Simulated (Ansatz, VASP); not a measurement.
# Two plane-wave programs on BiH2

```
Bi H
1.0
     3.45450    0.00000    0.00000
    -1.72725    2.99168    0.00000
     0.00000    0.00000    5.08187
Bi H
1 2
Direct
  0.00000 0.00000 0.00000
  0.33333 0.66667 0.72000
  0.66667 0.33333 0.28000
```

Alike in both runs: task single point; functional PBE; dispersion D3(BJ); k mesh 6 × 6 × 4; occupations gaussian, width 0.1 eV; no spin polarisation.

```csv
,VASP,Ansatz
version,VASP 6.6.1,Ansatz 0.2.0
potentials or method,"VASP PAW PBE potentials, release 64 (Bi_d, H), cutoff 520 eV","scalar-relativistic, plane waves, PAW"
valence electrons in the cell,17,17
```

```csv
,VASP,Ansatz,Ansatz less VASP
gap on the k mesh at the Fermi level (eV),none,none,-
pressure (GPa),-1.6,-1.5,+0.09
"traceless stress, the component that is largest in VASP (GPa)",-5.08,-5.09,-0.002
rms of the force components (eV/Å),0.236,0.236,+0.0001
```

Atom by atom the forces differ by 0.000 eV/Å (rms over components). A gap of «none» marks a metal or a gap that the smearing closes.

Neither program's run includes spin-orbit coupling.
